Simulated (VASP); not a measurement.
AgBr:

```
Ag Br
1.0
     0.00000    2.85089    2.85089
     2.85089    0.00000    2.85089
     2.85089    2.85089    0.00000
Ag Br
1 1
Direct
  0.00000 0.00000 0.00000
  0.50000 0.50000 0.50000
```

Base run:

| Item | Value |
| --- | --- |
| Program | VASP 6.6.1 |
| Functional | PBE |
| Dispersion | D3(BJ) |
| Potentials or basis | VASP PAW PBE potentials, release 64 (Ag, Br) |
| Cutoff | 500 eV |
| k mesh | 8 × 8 × 8 |
| Occupations | fermi-dirac, width 0.05 eV |
| Spin | no spin polarisation |

Its results: band gap on the k mesh 0.67 eV, indirect (least direct gap 2.68 eV); pressure 0.7 GPa.

After a change of settings the same cell gave: band gap on the k mesh 0.83 eV, indirect (least direct gap 2.85 eV); pressure 0.6 GPa. Which change was it?
A. functional from PBE to SVWN5; dispersion from D3(BJ) to none
B. functional from PBE to RPBE; dispersion from D3(BJ) to D4
C. dispersion from D3(BJ) to none
D. functional from PBE to RPBE; dispersion from D3(BJ) to none

B.

Caveats: the PAW data sets were made with another functional, which shifts forces and pressure a little (some runs).
